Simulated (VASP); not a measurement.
# Sn (Fd-3m) in VASP: further runs

Runs on Sn. Level: r2SCAN. Tasks: single point.

Program: VASP 6.6.1. These are calculated values, not measurements. Logs are shortened: lines on timing, memory, paths and dates and some standing lists are left out, and cuts for length are marked.

### Step 1. The cell of the first run

The structure is cubic, space group Fd-3m (No. 227). Conventional cell: a = 6.491 Å, b = 6.491 Å, c = 6.491 Å, α = 90.00°, β = 90.00°, γ = 90.00°. Within 3.7 Å of Sn (site symmetry -43m) lie 4 Sn at 2.81 Å.

### Step 2. Single point, r2SCAN

POSCAR

```
Sn
1.0
    0.0000000000      3.2456000000      3.2456000000
    3.2456000000      0.0000000000      3.2456000000
    3.2456000000      3.2456000000      0.0000000000
Sn
2
Direct
    0.5000000000      0.5000000000      0.5000000000
    0.7500000000      0.7500000000      0.7500000000
```

INCAR.step1

```
PREC = Accurate
ENCUT = 520
ISMEAR = 0
SIGMA = 0.1
LREAL = F
LASPH = T
NELM = 80
NBANDS = 21
GGA = PE
ALGO = Normal
EDIFF = 1E-4
LWAVE = T
LCHARG = F
```

INCAR.step2

```
PREC = Accurate
ENCUT = 520
EDIFF = 1E-6
ISMEAR = 0
SIGMA = 0.1
LREAL = F
LASPH = T
NELM = 80
ALGO = Normal
ISIF = 2
LWAVE = F
LCHARG = F
METAGGA = R2SCAN
LMIXTAU = T
NBANDS = 21
ISTART = 1
```

KPOINTS

```
Automatic mesh
0
Gamma
  6 6 6
```

Potentials or basis: VASP PAW PBE potentials, release 64 (Sn_d).

Started as:

```bash
$ cat potpaw_PBE.64/Sn_d/POTCAR > POTCAR
$ cp INCAR.step1 INCAR
$ mpirun -np 1 vasp_std > vasp.out
$ cp INCAR.step2 INCAR
$ mpirun -np 1 vasp_std > vasp.out
```

OUTCAR:

```text
PREC = Accurate
   ENCUT = 520
   EDIFF = 1E-6
   ISMEAR = 0
   LREAL = F
   LASPH = T
   NELM = 80
   ISIF = 2
   METAGGA = R2SCAN
   ISTART = 1

 ion  position               nearest neighbor table
   1  0.500  0.500  0.500-   2 2.81   2 2.81   2 2.81   2 2.81
   2  0.750  0.750  0.750-   1 2.81   1 2.81   1 2.81   1 2.81

  LATTYP: Found a face centered cubic cell.
 ALAT       =     6.4912000000

  Lattice vectors:

 A1 = (   0.0000000000,   3.2456000000,   3.2456000000)
 A2 = (   3.2456000000,   0.0000000000,   3.2456000000)
 A3 = (   3.2456000000,   3.2456000000,   0.0000000000)

Analysis of symmetry for initial positions (statically):
=====================================================================
 Subroutine PRICEL returns:
 Original cell was already a primitive cell.

 Routine SETGRP: Setting up the symmetry group for a
 face centered cubic supercell.

 Subroutine GETGRP returns: Found 48 space group operations
 (whereof 24 operations were pure point group operations)
 out of a pool of 48 trial point group operations.

The static configuration has the point symmetry T_d .
 The point group associated with its full space group is O_h .

Analysis of symmetry for dynamics (positions and initial velocities):
=====================================================================
 Subroutine PRICEL returns:
 Original cell was already a primitive cell.

 Routine SETGRP: Setting up the symmetry group for a
 face centered cubic supercell.

 Subroutine GETGRP returns: Found 48 space group operations
 (whereof 24 operations were pure point group operations)
 out of a pool of 48 trial point group operations.

The dynamic configuration has the point symmetry T_d .
 The point group associated with its full space group is O_h .

 Subroutine INISYM returns: Found 48 space group operations
 (whereof 24 operations are pure point group operations),
 and found     1 'primitive' translations

----------------------------------------------------------------------------------------

                                     Primitive cell

  volume of cell :      68.3778

  direct lattice vectors                    reciprocal lattice vectors
     0.000000000  3.245600000  3.245600000    -0.154054720  0.154054720  0.154054720
     3.245600000  0.000000000  3.245600000     0.154054720 -0.154054720  0.154054720
[... 71 lines left out ...]
   LNONCOLLINEAR =      F non collinear calculations
   LSORBIT =      F    spin-orbit coupling
   LASPH  =      T    aspherical Exc in radial PAW
   ENCUT  =  520.0 eV  38.22 Ry    6.18 a.u.   8.53  8.53  8.53*2*pi/ulx,y,z
   NELM   =     80;   NELMIN=  2; NELMDL=  0     # of ELM steps
   EDIFF  = 0.1E-05   stopping-criterion for ELM
   LREAL  =      F    real-space projection
   EDIFFG = 0.1E-04   stopping-criterion for IOM
   NSW    =      0    number of steps for IOM
   IBRION =     -1    ionic relax: 0-MD 1-quasi-New 2-CG
   NFREE  =      0    steps in history (QN), initial steepest desc. (CG)
   ISIF   =      2    stress and relaxation
   ISYM   =      2    0-nonsym 1-usesym 2-fastsym
   POTIM  = 0.5000    time-step for ionic-motion
   TEBEG  =    0.0;   TEEND  =   0.0 temperature during run
   PSTRESS=    0.0 pullay stress
   NELECT =      28.0000    total number of electrons
   NUPDOWN=      -1.0000    fix difference up-down
   EMIN   =  10.00;   EMAX   =-10.00  energy-range for DOS
   EFERMI =   0.00;   METHOD = LEGACY
   ISMEAR =     0;   SIGMA  =   0.10  broadening in eV -4-tet -1-fermi 0-gaus
   EFERMI_NEDOS =   21; number of points for ismear=-14 and -15
   IALGO  =     38    algorithm
   IMIX   =      4    mixing-type and parameters
     AMIX     =   0.40;   BMIX     =  1.00
     AMIX_MAG =   1.60;   BMIX_MAG =  1.00
  volume/ion in A,a.u.               =      34.19       230.72
  Fermi-wavevector in a.u.,A,eV,Ry     =   1.215689  2.297319 20.108049  1.477900
  Thomas-Fermi vector in A             =   2.351068
   LORBIT       =      0    0 simple, 1 ext, 2 COOP (PROOUT), +10 PAW based schemes
   METAGGA = R2SCAN    functional components
   LHFCALC =     F    Hartree Fock is set to
   AEXX    =    0.0000 exact exchange contribution
   IVDW    =     0    specifies the selected vdW correction
   LEPSILON=     F    determine dielectric tensor
   LRPA    =     F    only Hartree local field effects (RPA)
 non-spin polarized calculation
 Gauss-broadening in eV      SIGMA  =   0.10
  energy-cutoff  :      520.00
  volume of cell :       68.38
 maximum number of plane-waves:      1868
 NGX is ok and might be reduce to    36
   NGX = 17   NGY = 17   NGZ = 17

 number of electron      28.0000001 magnetization

 Free energy of the ion-electron system (eV)
  ---------------------------------------------------
  ext. energy  EPLUGINS =         0.00000000
  ---------------------------------------------------
  free energy    TOTEN  =       -49.45064742 eV

  energy without entropy =      -49.44961496  energy(sigma->0) =      -49.45013119

 E-fermi :   5.6012     XC(G=0):  -9.5843

 val. band max:        5.5834195524   @ k =   0.0000   0.0000   0.0000
 cond. band min:       5.7170777467   @ k =   0.5000   0.0000   0.0000
 fundamental gap:      0.1336581943
 Fermi energy:         5.6011761772

 k-point     1 :       0.0000    0.0000    0.0000
  band No.  band energies     occupation
      1     -16.8206      2.00000
      2     -16.8206      2.00000
      3     -16.8206      2.00000
      4     -16.7542      2.00000
      5     -16.7542      2.00000
      6     -16.4307      2.00000
[... 373 lines left out ...]
     20      15.0970      0.00000
     21      16.3390      0.00000

------------------------ aborting loop because EDIFF is reached ----------------------------------------

  FORCE on cell =-STRESS in cart. coord.  units (eV):
  Direction    XX          YY          ZZ          XY          YZ          ZX
  --------------------------------------------------------------------------------------
  -------------------------------------------------------------------------------------
  Total        0.6958920      0.6958920      0.6958920     -0.0000000     -0.0000000     -0.0000000
  in kB       16.3056241     16.3056241     16.3056241     -0.0000000     -0.0000000     -0.0000000
  external PRESSURE =      16.3056241 kB  Pullay stress =       0.0000000 kB

 VOLUME and BASIS-vectors are now :
 -----------------------------------------------------------------------------
  energy-cutoff  :      520.00
  volume of cell :       68.38
      direct lattice vectors                 reciprocal lattice vectors
     0.000000000  3.245600000  3.245600000    -0.154054720  0.154054720  0.154054720
     3.245600000  0.000000000  3.245600000     0.154054720 -0.154054720  0.154054720
     3.245600000  3.245600000  0.000000000     0.154054720  0.154054720 -0.154054720

 POSITION                                       TOTAL-FORCE (eV/Angst)
 -----------------------------------------------------------------------------------
      3.24560      3.24560      3.24560        -0.000000     -0.000000     -0.000000
      4.86840      4.86840      4.86840         0.000000      0.000000      0.000000
 -----------------------------------------------------------------------------------
    total drift:                                0.000000      0.000000      0.000000

  FREE ENERGIE OF THE ION-ELECTRON SYSTEM (eV)
  ---------------------------------------------------
  free  energy   TOTEN  =       -49.4506474182 eV

  energy  without entropy=      -49.4496149550  energy(sigma->0) =      -49.45013119
```

OUTCAR.step1:

```text
PREC = Accurate
   ENCUT = 520
   ISMEAR = 0
   LREAL = F
   LASPH = T
[... 596 lines left out ...]
 -----------------------------------------------------------------------------------
      3.24560      3.24560      3.24560         0.000000      0.000000      0.000000
      4.86840      4.86840      4.86840        -0.000000     -0.000000     -0.000000
 -----------------------------------------------------------------------------------
    total drift:                                0.000000      0.000000      0.000000

  FREE ENERGIE OF THE ION-ELECTRON SYSTEM (eV)
  ---------------------------------------------------
  free  energy   TOTEN  =        -7.6099487266 eV

  energy  without entropy=       -7.6085822218  energy(sigma->0) =       -7.60926547
```

Wall time 50 s (1 thread of Intel Xeon Platinum 8375C at 2.90GHz (Ice Lake), shared host); peak memory 0.21 GiB.

Results:

```yaml
Free_energy: -49.4506 eV
Pressure: 1.6 GPa
Band_gap_on_the_k_mesh: zero (filled and empty bands touch)
```

Caveat: the PAW data sets were made with another functional, which shifts forces and pressure a little; spin-orbit coupling is left out, which moves the levels of the heavy elements.

### Step 3. Single point, r2SCAN

This run uses another cell than the first one, of 35.39 Å³/atom, 1.035 times its volume.

POSCAR

```
Sn
1.0
    0.0000000000      3.2831000381      3.2831000381
    3.2831000381      0.0000000000      3.2831000381
    3.2831000381      3.2831000381      0.0000000000
Sn
2
Direct
    0.5000000000      0.5000000000      0.5000000000
    0.7500000000      0.7500000000      0.7500000000
```

INCAR.step1

```
SYSTEM = Sn
PREC = Accurate ; ENCUT = 520
ISMEAR = 0 ; SIGMA = 0.15
LREAL = .False. ; LASPH = .True.
NELM = 80 ; NBANDS = 21
GGA = PE ; ALGO = Normal
EDIFF = 1E-4 ; LWAVE = .True.
LCHARG = .False.
```

INCAR.step2

```
SYSTEM = Sn
PREC = Accurate ; ENCUT = 520
EDIFF = 1E-6 ; ISMEAR = 0
SIGMA = 0.15 ; LREAL = .False.
LASPH = .True. ; NELM = 80
ALGO = Normal ; ISIF = 2
LWAVE = .False. ; LCHARG = .True.
METAGGA = R2SCAN ; LMIXTAU = .True.
LELF = .True. ; LVHAR = .True.
NBANDS = 21 ; ISTART = 1
```

KPOINTS

```
regular mesh
0
Gamma
  18 18 18
  0 0 0
```

Potentials or basis: VASP PAW PBE potentials, release 64 (Sn_d).

Started as:

```bash
$ cat potpaw_PBE.64/Sn_d/POTCAR > POTCAR
$ cp INCAR.step1 INCAR
$ mpirun -np 1 vasp_std > vasp.out
$ cp INCAR.step2 INCAR
$ mpirun -np 1 vasp_std > vasp.out
```

It took 5.9 min on 1 thread of Intel Xeon 6975P-C (Granite Rapids), shared host; peak memory 0.37 GiB.

The run converged. Its results:

| Quantity | Value |
| --- | --- |
| Free energy | -49.4966 eV |
| Pressure | 0.0 GPa |
| Band gap on the k mesh | zero (filled and empty bands touch) |

Levels at points of the mesh, in eV from the Fermi level:
```csv
k point,band 11,band 12,band 13,band 14,band 15,band 16,band 17,band 18
"(0.00, 0.00, 0.00)",-10.93,-0.65,-0.03,-0.03,-0.03,2.18,2.18,2.18
"(0.50, 0.00, 0.00)",-9.28,-6.50,-1.25,-1.25,0.03,3.31,3.31,5.93
"(0.50, 0.50, 0.00)",-7.77,-7.77,-2.60,-2.60,0.92,0.92,7.89,7.89
```

Caveat: the PAW data sets were made with another functional, which shifts forces and pressure a little; spin-orbit coupling is left out, which moves the levels of the heavy elements.
